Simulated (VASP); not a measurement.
# Cd (Pm-3m) in VASP: further runs

The runs below take Cd through single point, relaxation of cell and atoms, with PBE.

Everything below comes from runs of VASP 6.6.1. Logs are shortened: lines on timing, memory, paths and dates and some standing lists are left out, and cuts for length are marked.

## (1) The cell of the first run

Symmetry: Pm-3m, No. 221, cubic system. The conventional cell has a = 2.480 Å, b = 2.480 Å, c = 2.480 Å, α = 90.00°, β = 90.00°, γ = 90.00°. Cd (site symmetry m-3m) has 6 Cd at 2.48 Å within 3.3 Å.

## (2) Single point, PBE

Input file INCAR:

```
PREC     = Accurate       # precision mode
ENCUT    = 520            # plane-wave cutoff, eV
EDIFF    = 1E-6           # SCF threshold, eV
ISMEAR   = -1             # smearing method
SIGMA    = 0.05           # smearing width, eV
LREAL    = F              # projectors in reciprocal space
LASPH    = T              # aspherical terms in the spheres
NELM     = 80             # most SCF steps
ALGO     = Normal         # electronic algorithm
ISIF     = 2              # what is computed and relaxed
LWAVE    = F              # write WAVECAR
LCHARG   = T              # write CHGCAR
GGA      = PE             # functional
LELF     = T              # ELF
LVHAR    = T            
NBANDS   = 12             # bands
```

Input file KPOINTS:

```
regular mesh
0
Gamma
  15 15 15
```

Input file POSCAR:

```
Cd
1.0
    2.4799886000      0.0000000000      0.0000000000
    0.0000000000      2.4799886000      0.0000000000
    0.0000000000      0.0000000000      2.4799886000
Cd
1
Direct
    0.0000000000      0.0000000000      0.0000000000
```

Potentials or basis: VASP PAW PBE potentials, release 64 (Cd).

The run is started by

```bash
cat potpaw_PBE.64/Cd/POTCAR > POTCAR
mpirun -np 1 vasp_std > vasp.out
```

OUTCAR:

```text
PREC = Accurate
   ENCUT = 520
   EDIFF = 1E-6
   ISMEAR = -1
   LREAL = F
   LASPH = T
   NELM = 80
   ISIF = 2
   GGA = PE

 ion  position               nearest neighbor table
   1  0.000  0.000  0.000-

  LATTYP: Found a simple cubic cell.
 ALAT       =     2.4799886000

  Lattice vectors:

 A1 = (   2.4799886000,   0.0000000000,   0.0000000000)
 A2 = (   0.0000000000,   2.4799886000,   0.0000000000)
 A3 = (   0.0000000000,   0.0000000000,   2.4799886000)

Analysis of symmetry for initial positions (statically):
=====================================================================
 Subroutine PRICEL returns:
 Original cell was already a primitive cell.

 Routine SETGRP: Setting up the symmetry group for a
 simple cubic supercell.

 Subroutine GETGRP returns: Found 48 space group operations
 (whereof 48 operations were pure point group operations)
 out of a pool of 48 trial point group operations.

The static configuration has the point symmetry O_h .

Analysis of symmetry for dynamics (positions and initial velocities):
=====================================================================
 Subroutine PRICEL returns:
 Original cell was already a primitive cell.

 Routine SETGRP: Setting up the symmetry group for a
 simple cubic supercell.

 Subroutine GETGRP returns: Found 48 space group operations
 (whereof 48 operations were pure point group operations)
 out of a pool of 48 trial point group operations.

The dynamic configuration has the point symmetry O_h .

 Subroutine INISYM returns: Found 48 space group operations
 (whereof 48 operations are pure point group operations),
 and found     1 'primitive' translations

----------------------------------------------------------------------------------------

                                     Primitive cell

  volume of cell :      15.2528

  direct lattice vectors                    reciprocal lattice vectors
     2.479988600  0.000000000  0.000000000     0.403227660  0.000000000  0.000000000
     0.000000000  2.479988600  0.000000000     0.000000000  0.403227660  0.000000000
     0.000000000  0.000000000  2.479988600     0.000000000  0.000000000  0.403227660

  length of vectors
     2.479988600  2.479988600  2.479988600     0.403227660  0.403227660  0.403227660

  position of ions in fractional coordinates (direct lattice)
     0.000000000  0.000000000  0.000000000

  ion indices of the primitive-cell ions
   primitive index   ion index
                 1           1

----------------------------------------------------------------------------------------
[... 80 lines left out ...]
   PSTRESS=    0.0 pullay stress
   NELECT =      12.0000    total number of electrons
   NUPDOWN=      -1.0000    fix difference up-down
   EMIN   =  10.00;   EMAX   =-10.00  energy-range for DOS
   EFERMI =   0.00;   METHOD = LEGACY
   ISMEAR =    -1;   SIGMA  =   0.05  broadening in eV -4-tet -1-fermi 0-gaus
   EFERMI_NEDOS =   21; number of points for ismear=-14 and -15
   IALGO  =     38    algorithm
   IMIX   =      4    mixing-type and parameters
     AMIX     =   0.40;   BMIX     =  1.00
     AMIX_MAG =   1.60;   BMIX_MAG =  1.00
  volume/ion in A,a.u.               =      15.25       102.93
  Fermi-wavevector in a.u.,A,eV,Ry     =   1.511305  2.855953 31.076305  2.284044
  Thomas-Fermi vector in A             =   2.621380
   LORBIT       =      0    0 simple, 1 ext, 2 COOP (PROOUT), +10 PAW based schemes
   GGA     = PE    functional components
   LHFCALC =     F    Hartree Fock is set to
   AEXX    =    0.0000 exact exchange contribution
   IVDW    =     0    specifies the selected vdW correction
   LEPSILON=     F    determine dielectric tensor
   LRPA    =     F    only Hartree local field effects (RPA)
 non-spin polarized calculation
  energy-cutoff  :      520.00
  volume of cell :       15.25
 maximum number of plane-waves:       437
   NGX =  9   NGY =  9   NGZ =  9

 number of electron      11.9999995 magnetization

 Free energy of the ion-electron system (eV)
  ---------------------------------------------------
  ext. energy  EPLUGINS =         0.00000000
  ---------------------------------------------------
  free energy    TOTEN  =         1.11932175 eV

  energy without entropy =        1.12139755  energy(sigma->0) =        1.12035965

 E-fermi :   6.1983     XC(G=0): -12.9327

 val. band max:        6.1871556239   @ k =   0.4000   0.0000   0.0000
 cond. band min:       6.2680581773   @ k =   0.4667   0.4667   0.0000
 fundamental gap:      0.0809025534
 Fermi energy:         6.1983107383

 k-point     1 :       0.0000    0.0000    0.0000
  band No.  band energies     occupation
      1      -6.6408      2.00000
      2      -6.6408      2.00000
      3      -5.8364      2.00000
      4      -2.7457      2.00000
      5      -2.7457      2.00000
      6      -2.7457      2.00000
      7      19.4580      0.00000
      8      19.4580      0.00000
      9      19.4580      0.00000
     10      24.8580      0.00000
     11      24.8580      0.00000
     12      26.3888      0.00000
[... 331 lines left out ...]
 k-point    24 :       0.3333    0.2000    0.0000
  band No.  band energies     occupation
      1      -6.0091      2.00000
      2      -4.8814      2.00000
      3      -4.6273      2.00000
      4      -3.6406      2.00000
      5      -3.0861      2.00000
      6      -0.7250      2.00000
      7       9.3012      0.00000
      8      16.4308      0.00000
      9      23.8128      0.00000
     10      25.0031      0.00000
     11      25.8161      0.00000
     12      32.6665      0.00000

 [... further k-points ...]

------------------------ aborting loop because EDIFF is reached ----------------------------------------

  FORCE on cell =-STRESS in cart. coord.  units (eV):
  Direction    XX          YY          ZZ          XY          YZ          ZX
  --------------------------------------------------------------------------------------
  -------------------------------------------------------------------------------------
  Total        8.2927426      8.2927426      8.2927426      0.0000000     -0.0000000      0.0000000
  in kB      871.0833545    871.0833545    871.0833545      0.0000000     -0.0000000      0.0000000
  external PRESSURE =     871.0833545 kB  Pullay stress =       0.0000000 kB

 VOLUME and BASIS-vectors are now :
 -----------------------------------------------------------------------------
  energy-cutoff  :      520.00
  volume of cell :       15.25
      direct lattice vectors                 reciprocal lattice vectors
     2.479988600  0.000000000  0.000000000     0.403227660  0.000000000  0.000000000
     0.000000000  2.479988600  0.000000000     0.000000000  0.403227660  0.000000000
     0.000000000  0.000000000  2.479988600     0.000000000  0.000000000  0.403227660

 POSITION                                       TOTAL-FORCE (eV/Angst)
 -----------------------------------------------------------------------------------
      0.00000      0.00000      0.00000         0.000000      0.000000      0.000000
 -----------------------------------------------------------------------------------
    total drift:                                0.000000      0.000000      0.000000

  FREE ENERGIE OF THE ION-ELECTRON SYSTEM (eV)
  ---------------------------------------------------
  free  energy   TOTEN  =         1.1193217512 eV

  energy  without entropy=        1.1213975491  energy(sigma->0) =        1.12035965
```

Run time: 8.9 s. Hardware: 1 thread of Intel Xeon Platinum 8488C (Sapphire Rapids), shared host; peak memory 0.13 GiB.

What came out:

* Free energy: 1.1193 eV
* Pressure: 87.1 GPa
* Band gap on the k mesh: zero (band 6 reaches 12.01 eV, above the bottom of band 7 at 4.45 eV)

Levels at points of the mesh, in eV from the Fermi level:
```
           k point  band 2  band 3  band 4  band 5  band 6  band 7  band 8  band 9  band 10  band 11
(0.00, 0.00, 0.00)  -12.84  -12.03   -8.94   -8.94   -8.94   13.26   13.26   13.26    18.66    18.66
```

## (3) Single point, PBE

Input file INCAR:

```
SYSTEM = Cd
ALGO = Normal
EDIFF = 1E-6
ENCUT = 520
GGA = PE
ISIF = 2
ISMEAR = -1
LASPH = .TRUE.
LCHARG = .FALSE.
LREAL = .FALSE.
LWAVE = .FALSE.
NBANDS = 12
NELM = 60
PREC = Accurate
SIGMA = 0.05
```

Input file KPOINTS:

```
k-points
0
G
  15 15 15
  0 0 0
```

POSCAR is that of step 2.

Potentials or basis: VASP PAW PBE potentials, release 64 (Cd).

The run is started by

```bash
cat potpaw_PBE.64/Cd/POTCAR > POTCAR
mpirun -np 1 vasp_std > vasp.out
```

It took 10 s on 1 thread of Intel Xeon Platinum 8488C (Sapphire Rapids), shared host; peak memory 0.13 GiB.

It converged, with:

| Quantity | Value |
| --- | --- |
| Free energy | 1.1193 eV |
| Pressure | 87.1 GPa |
| Band gap on the k mesh | zero (band 6 reaches 12.01 eV, above the bottom of band 7 at 4.45 eV) |

Levels at points of the mesh, in eV from the Fermi level:
```tsv
k point	band 2	band 3	band 4	band 5	band 6	band 7	band 8	band 9	band 10	band 11
(0.00, 0.00, 0.00)	-12.84	-12.03	-8.94	-8.94	-8.94	13.26	13.26	13.26	18.66	18.66
```

## (4) Relaxation of cell and atoms, PBE, target pressure 84 GPa, at which the enthalpy is minimised

This run uses another cell than the first one, of 14.39 Å³/atom, 0.944 times its volume.

Input file INCAR:

```
SYSTEM = Cd
PREC = Accurate
ENCUT = 600
EDIFF = 1E-7
ISMEAR = -1
SIGMA = 0.05
LREAL = .FALSE.
LASPH = .TRUE.
NELM = 100
ALGO = Normal
ISIF = 3
LWAVE = .FALSE.
LCHARG = .FALSE.
GGA = PE
IBRION = 2
NSW = 60
EDIFFG = -0.005
PSTRESS = 840.0
```

Input file KPOINTS:

```
Automatic mesh
0
G
  15 15 15
  0 0 0
```

Input file POSCAR:

```
Cd
1.0
    2.4324282254      0.0000000000      0.0000000000
    0.0000000000      2.4324282254      0.0000000000
    0.0000000000      0.0000000000      2.4324282254
Cd
1
Direct
    0.0000000000      0.0000000000      0.0000000000
```

The run is started by

```bash
cat potpaw_PBE.64/Cd/POTCAR > POTCAR
mpirun -np 1 vasp_std > vasp.out
```

It took 57 s on 1 thread of Intel Xeon Platinum 8488C (Sapphire Rapids), shared host; peak memory 0.15 GiB.

The run converged. Its results:

- Free energy: 1.0579 eV
- Relaxed volume: 15.37 Å³/atom
- Relaxed cell: a = 2.486 Å, b = 2.486 Å, c = 2.486 Å, α = 90.00°, β = 90.00°, γ = 90.00°
- Space group after relaxing (to 0.05 Å): Pm-3m (No. 221)
- Energy change on relaxing (the enthalpy is what falls): -594.6 meV/atom
- Ionic steps: 16
- Pressure after relaxing: 84.0 GPa
- Band gap on the k mesh: zero (band 6 reaches 11.89 eV, above the bottom of band 7 at 4.35 eV)

The path:
```
step  energy change (eV)  largest force (eV/Å)  pressure (GPa)  volume (Å³)
   1              0.0000                0.0000          112.36        14.39
   2             -1.9764                0.0000           19.21        20.38
   3             -0.6746                0.0000           80.26        15.53
   4             -0.6007                0.0000           83.75        15.38
   5             -0.5901                0.0000           84.26        15.36
   6             -0.5903                0.0000           84.26        15.36
   7             -0.5910                0.0000           84.21        15.36
   8             -0.5910                0.0000           84.21        15.36
   9             -0.5911                0.0000           84.21        15.36
  10             -0.5911                0.0000           84.21        15.36
  11             -0.5911                0.0000           84.21        15.36
  12             -0.5913                0.0000           84.21        15.36
  13             -0.5915                0.0000           84.20        15.36
  14             -0.5919                0.0000           84.16        15.36
  15             -0.5928                0.0000           84.12        15.37
  16             -0.5946                0.0000           84.04        15.37
```

Final structure:
```
CELL_PARAMETERS angstrom
2.48630 0.00000 0.00000
0.00000 2.48630 0.00000
0.00000 0.00000 2.48630
ATOMIC_POSITIONS crystal
Cd 0.00000 0.00000 0.00000
```

Levels at points of the mesh, in eV from the Fermi level:
| k point | band 2 | band 3 | band 4 | band 5 | band 6 | band 7 | band 8 | band 9 | band 10 |
| --- | --- | --- | --- | --- | --- | --- | --- | --- | --- |
| (0.00, 0.00, 0.00) | -12.77 | -11.95 | -8.92 | -8.92 | -8.92 | 13.21 | 13.21 | 13.21 | 18.58 |

Caveat: the cell is relaxed towards a set pressure, so the enthalpy falls and the energy may rise.

[end of part 1 of 2]
